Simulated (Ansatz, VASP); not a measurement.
CsH in VASP and in Ansatz

```
Cs H
1.0
     3.81841    0.00000    0.00000
     0.00000    3.81841    0.00000
     0.00000    0.00000    3.81841
Cs H
1 1
Direct
  0.00000 0.00000 0.00000
  0.50000 0.50000 0.50000
```

Alike in both runs: task electric field gradients; functional r2SCAN; k mesh 8 × 8 × 8; occupations fermi-dirac, width 0.01 eV; no spin polarisation.

|  | VASP | Ansatz |
| --- | --- | --- |
| version | VASP 6.6.1 | Ansatz 0.2.0 |
| potentials or method | VASP PAW PBE potentials, release 64 (Cs_sv, H) | PAW with Ansatz's default frozen-core files, scalar-relativistic |
| plane-wave cutoff (eV) | 520 | 500 |
| valence electrons in the cell | 10 | 10 |

VASP gave:

- gap on the k mesh at the Fermi level (eV): 3.15
- pressure (GPa): 0.0

Task: What did Ansatz give for the same quantities?

Result: gap on the k mesh at the Fermi level (eV): 3.18; pressure (GPa): 0.0.

VASP's potentials were made for PBE, not for r2SCAN. With one functional, cell and mesh, what is left measures potentials, basis and numerics.

Neither program's run includes spin-orbit coupling.
